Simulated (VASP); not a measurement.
# ZnCo3C (Pm-3m) in VASP: notebook, part 2 of 2

VASP 6.6.1.

### 3 Single point, LDA, collinear spin, ferromagnetic start

This run uses another cell than the first one, of 10.61 Å³/atom.

The input, INCAR:

```
ALGO = Normal
EDIFF = 1E-6
ENCUT = 520
GGA = CA
ISIF = 2
ISMEAR = -1
ISPIN = 2
LASPH = True
LCHARG = True
LELF = True
LMAXMIX = 4
LORBIT = 11
LREAL = False
LVHAR = True
LWAVE = False
MAGMOM = 0 3.2 3.2 3.2 0
NBANDS = 34
NELM = 150
PREC = Accurate
SIGMA = 0.2
```

The input, KPOINTS:

```
k-points
0
Gamma
  6 6 6
```

The input, POSCAR:

```
ZnCo3C
1.0
    3.7577566696      0.0000000000      0.0000000000
    0.0000000000      3.7577566696      0.0000000000
    0.0000000000      0.0000000000      3.7577566696
Zn Co C
1 3 1
Direct
    0.0000000000      0.0000000000      0.0000000000
    0.0000000000      0.5000000000      0.5000000000
    0.5000000000      0.5000000000      0.0000000000
    0.5000000000      0.0000000000      0.5000000000
    0.5000000000      0.5000000000      0.5000000000
```

Potentials or basis: VASP PAW LDA potentials, release 64 (Zn, Co, C).

Run with:

```
$ cat potpaw_LDA.64/Zn/POTCAR potpaw_LDA.64/Co/POTCAR potpaw_LDA.64/C/POTCAR > POTCAR
$ mpirun -np 1 vasp_std > vasp.out
```

OUTCAR:

```text
EDIFF = 1E-6
   ENCUT = 520
   GGA = CA
   ISIF = 2
   ISMEAR = -1
   ISPIN = 2
   LASPH = True
   LORBIT = 11
   LREAL = False
   NELM = 150
   PREC = Accurate

 ion  position               nearest neighbor table
   1  0.000  0.000  0.000-   2 2.66   3 2.66   4 2.66   2 2.66   4 2.66   2 2.66   3 2.66   2 2.66
                             3 2.66   4 2.66   4 2.66   3 2.66
   2  0.000  0.500  0.500-   5 1.88   5 1.88   4 2.66   1 2.66   1 2.66   3 2.66   1 2.66   4 2.66
                             1 2.66   3 2.66   4 2.66   3 2.66   3 2.66   4 2.66
   3  0.500  0.500  0.000-   5 1.88   5 1.88   4 2.66   1 2.66   2 2.66   4 2.66   2 2.66   1 2.66
                             4 2.66   4 2.66   1 2.66   2 2.66   2 2.66   1 2.66
   4  0.500  0.000  0.500-   5 1.88   5 1.88   3 2.66   1 2.66   1 2.66   3 2.66   2 2.66   3 2.66
                             2 2.66   3 2.66   1 2.66   2 2.66   1 2.66   2 2.66
   5  0.500  0.500  0.500-   2 1.88   3 1.88   4 1.88   3 1.88   4 1.88   2 1.88

  LATTYP: Found a simple cubic cell.
 ALAT       =     3.7577566696

  Lattice vectors:

 A1 = (   3.7577566696,   0.0000000000,   0.0000000000)
 A2 = (   0.0000000000,   3.7577566696,   0.0000000000)
 A3 = (   0.0000000000,   0.0000000000,   3.7577566696)

Analysis of symmetry for initial positions (statically):
=====================================================================
 Subroutine PRICEL returns:
 Original cell was already a primitive cell.

 Routine SETGRP: Setting up the symmetry group for a
 simple cubic supercell.

 Subroutine GETGRP returns: Found 48 space group operations
 (whereof 48 operations were pure point group operations)
 out of a pool of 48 trial point group operations.

The static configuration has the point symmetry O_h .

Analysis of symmetry for dynamics (positions and initial velocities):
=====================================================================
 Subroutine PRICEL returns:
 Original cell was already a primitive cell.

 Routine SETGRP: Setting up the symmetry group for a
 simple cubic supercell.

 Subroutine GETGRP returns: Found 48 space group operations
 (whereof 48 operations were pure point group operations)
 out of a pool of 48 trial point group operations.

The dynamic configuration has the point symmetry O_h .

Analysis of structural, dynamic, and magnetic symmetry:
=====================================================================
 Subroutine PRICEL returns:
 Original cell was already a primitive cell.

 Routine SETGRP: Setting up the symmetry group for a
 simple cubic supercell.

 Subroutine GETGRP returns: Found 48 space group operations
 (whereof 48 operations were pure point group operations)
 out of a pool of 48 trial point group operations.

The overall configuration has the point symmetry O_h .

 Subroutine INISYM returns: Found 48 space group operations
 (whereof 48 operations are pure point group operations),
 and found     1 'primitive' translations

----------------------------------------------------------------------------------------

                                     Primitive cell

  volume of cell :      53.0623

  direct lattice vectors                    reciprocal lattice vectors
     3.757756670  0.000000000  0.000000000     0.266116220  0.000000000  0.000000000
     0.000000000  3.757756670  0.000000000     0.000000000  0.266116220  0.000000000
     0.000000000  0.000000000  3.757756670     0.000000000  0.000000000  0.266116220

  length of vectors
[... 90 lines left out ...]
   ISYM   =      2    0-nonsym 1-usesym 2-fastsym
   POTIM  = 0.5000    time-step for ionic-motion
   TEBEG  =    0.0;   TEEND  =   0.0 temperature during run
   PSTRESS=    0.0 pullay stress
   NELECT =      43.0000    total number of electrons
   NUPDOWN=      -1.0000    fix difference up-down
   EMIN   =  10.00;   EMAX   =-10.00  energy-range for DOS
   EFERMI =   0.00;   METHOD = LEGACY
   ISMEAR =    -1;   SIGMA  =   0.20  broadening in eV -4-tet -1-fermi 0-gaus
   EFERMI_NEDOS =   21; number of points for ismear=-14 and -15
   IALGO  =     38    algorithm
   IMIX   =      4    mixing-type and parameters
     AMIX     =   0.40;   BMIX     =  1.00
     AMIX_MAG =   1.60;   BMIX_MAG =  1.00
  volume/ion in A,a.u.               =      10.61        71.62
  Fermi-wavevector in a.u.,A,eV,Ry     =   1.526285  2.884261 31.695400  2.329546
  Thomas-Fermi vector in A             =   2.634339
   LORBIT       =     11    0 simple, 1 ext, 2 COOP (PROOUT), +10 PAW based schemes
   GGA     = CA    functional components
   LHFCALC =     F    Hartree Fock is set to
   AEXX    =    0.0000 exact exchange contribution
   IVDW    =     0    specifies the selected vdW correction
   LEPSILON=     F    determine dielectric tensor
   LRPA    =     F    only Hartree local field effects (RPA)
 spin polarized calculation
  energy-cutoff  :      520.00
  volume of cell :       53.06
 maximum number of plane-waves:      1472
 NGX is ok and might be reduce to    28
   NGX = 13   NGY = 13   NGZ = 13

 number of electron      43.0000017 magnetization      -0.0029074

 number of electron      43.0000017 magnetization       0.0034900

 Free energy of the ion-electron system (eV)
  ---------------------------------------------------
  ext. energy  EPLUGINS =         0.00000000
  ---------------------------------------------------
  free energy    TOTEN  =       -37.02824773 eV

  energy without entropy =      -36.34050923  energy(sigma->0) =      -36.68437848

 E-fermi :   7.6866     XC(G=0): -13.2088

 val. band max:        7.6802964971   @ k =   0.5000   0.5000   0.5000
 cond. band min:       7.7041669592   @ k =   0.3333   0.3333   0.3333
 fundamental gap:      0.0238704621
 Fermi energy:         7.6865748404

 spin component 1

 k-point     1 :       0.0000    0.0000    0.0000
  band No.  band energies     occupation
      1      -5.8486      1.00000
      2       0.6089      1.00000
      3       0.7125      1.00000
      4       0.7125      1.00000
      5       0.8889      1.00000
      6       0.8889      1.00000
[... 709 lines left out ...]
     32      21.3033      0.00000
     33      25.1506      0.00000
 Fermi energy:         7.6865748404

 spin component 2

 k-point     1 :       0.0000    0.0000    0.0000
  band No.  band energies     occupation
      1      -5.8487      1.00000
      2       0.6090      1.00000
      3       0.7125      1.00000
      4       0.7125      1.00000
      5       0.8889      1.00000
      6       0.8889      1.00000
[... 709 lines left out ...]
     32      21.3032      0.00000
     33      25.1506      0.00000
 [bands above 33 left out]

------------------------ aborting loop because EDIFF is reached ----------------------------------------

  FORCE on cell =-STRESS in cart. coord.  units (eV):
  Direction    XX          YY          ZZ          XY          YZ          ZX
  --------------------------------------------------------------------------------------
  -------------------------------------------------------------------------------------
  Total       -5.8470960     -5.8470960     -5.8470960     -0.0000000     -0.0000000      0.0000000
  in kB     -176.5488312   -176.5488312   -176.5488312     -0.0000000     -0.0000000      0.0000000
  external PRESSURE =    -176.5488312 kB  Pullay stress =       0.0000000 kB

 VOLUME and BASIS-vectors are now :
 -----------------------------------------------------------------------------
  energy-cutoff  :      520.00
  volume of cell :       53.06
      direct lattice vectors                 reciprocal lattice vectors
     3.757756670  0.000000000  0.000000000     0.266116220  0.000000000  0.000000000
     0.000000000  3.757756670  0.000000000     0.000000000  0.266116220  0.000000000
     0.000000000  0.000000000  3.757756670     0.000000000  0.000000000  0.266116220

 POSITION                                       TOTAL-FORCE (eV/Angst)
 -----------------------------------------------------------------------------------
      0.00000      0.00000      0.00000         0.000000      0.000000      0.000000
      0.00000      1.87888      1.87888         0.000000      0.000000      0.000000
      1.87888      1.87888      0.00000         0.000000      0.000000      0.000000
      1.87888      0.00000      1.87888         0.000000      0.000000      0.000000
      1.87888      1.87888      1.87888         0.000000      0.000000      0.000000
 -----------------------------------------------------------------------------------
    total drift:                                0.000000      0.000000      0.000000

  FREE ENERGIE OF THE ION-ELECTRON SYSTEM (eV)
  ---------------------------------------------------
  free  energy   TOTEN  =       -37.0282477300 eV

  energy  without entropy=      -36.3405092295  energy(sigma->0) =      -36.68437848

 total charge

# of ion       s       p       d       tot
------------------------------------------
    1        0.577   0.477   9.760  10.813
    2        0.424   0.577   7.449   8.450
    3        0.424   0.577   7.449   8.450
    4        0.424   0.577   7.449   8.450
    5        0.888   1.559   0.000   2.447
--------------------------------------------------
tot          2.736   3.766  32.107  38.609

 magnetization (x)

# of ion       s       p       d       tot
------------------------------------------
    1       -0.000  -0.000  -0.000  -0.000
    2       -0.000  -0.000   0.001   0.001
    3       -0.000  -0.000   0.001   0.001
    4       -0.000  -0.000   0.001   0.001
    5       -0.000  -0.000   0.000  -0.000
--------------------------------------------------
tot         -0.000  -0.000   0.003   0.003
```

Wall time 96 s (1 thread of Oxide Virtual Turin-like, shared host); peak memory 0.15 GiB.

Results:

- Free energy: -37.0282 eV
- Pressure: -17.7 GPa
- Net moment: 0.00 μB per cell
- Valence electrons inside the program's atomic spheres: Zn 10.81; Co 8.45; C 2.45

Levels at points of the mesh, in eV from the Fermi level:
Spin up:
```csv
k point,band 20,band 21,band 22,band 23,band 24,band 25
"(0.00, 0.00, 0.00)",-0.65,-0.04,-0.04,-0.04,0.22,3.61
"(0.50, 0.00, 0.00)",-0.82,-0.43,-0.04,0.81,0.81,3.69
"(0.50, 0.50, 0.00)",-0.85,-0.40,0.23,0.61,0.61,1.97
"(0.50, 0.50, 0.50)",-0.37,-0.37,-0.01,-0.01,-0.01,2.38
```
Spin down:
```
           k point  band 18  band 19  band 20  band 21  band 22  band 23  band 24  band 25  band 26  band 27
(0.00, 0.00, 0.00)    -0.65    -0.65    -0.65    -0.04    -0.04    -0.04     0.22     3.61     4.77     4.77
(0.50, 0.00, 0.00)    -0.88    -0.88    -0.82    -0.43    -0.04     0.81     0.81     3.69     4.18     5.75
(0.50, 0.50, 0.00)    -0.93    -0.88    -0.85    -0.40     0.23     0.61     0.61     1.97     6.04     6.04
(0.50, 0.50, 0.50)    -1.16    -1.16    -0.37    -0.37    -0.01    -0.01    -0.01     2.38     2.38     2.38
```

Caveat: the cell stands under tension; the moments typed at the start vanished in this run.
